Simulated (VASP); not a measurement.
GaAs, 2 atoms in the cell. The structure is cubic, space group F-43m (No. 216). Conventional cell: a = 5.728 Å, b = 5.728 Å, c = 5.728 Å, α = 90.00°, β = 90.00°, γ = 90.00°. Within 3.3 Å of As (site symmetry -43m) lie 4 Ga at 2.48 Å. Ga (site symmetry -43m) has 4 As at 2.48 Å within 3.3 Å. 

* Program: VASP 6.6.1
* Task: single point
* Functional: PBE-based screened hybrid with 25 % exact exchange
* Potentials or basis: VASP PAW PBE potentials, release 64 (As, Ga_d)
* Cutoff: 520 eV
* k mesh: 4 × 4 × 4
* Occupations: fermi-dirac, width 0.05 eV
* Spin: no spin polarisation
* Dipole correction: no
* Grid for exact exchange (PRECFOCK): Normal
* Share of exact exchange: 0.25
* Further INCAR settings: ALGO = Normal; EDIFF = 1e-06; NBANDS = 16
* Screening parameter: 0.3 1/Å

Potentials or basis: VASP PAW PBE potentials, release 64 (As, Ga_d).

Launch:

```bash
$ cat potpaw_PBE.64/As/POTCAR potpaw_PBE.64/Ga_d/POTCAR > POTCAR
$ cp INCAR.step1 INCAR
$ mpirun -np 1 vasp_std > vasp.out
$ cp INCAR.step2 INCAR
$ mpirun -np 1 vasp_std > vasp.out
```

Hardware: 1 thread of AMD EPYC 7R43 64-Core Processor (Zen 3) (shared host).

Task: Estimate the wall time of this run.

Result: Wall time 8.2 min on 1 thread of AMD EPYC 7R43 64-Core Processor (Zen 3), on a shared host, peak memory 0.24 GiB. Counts: k points 8.
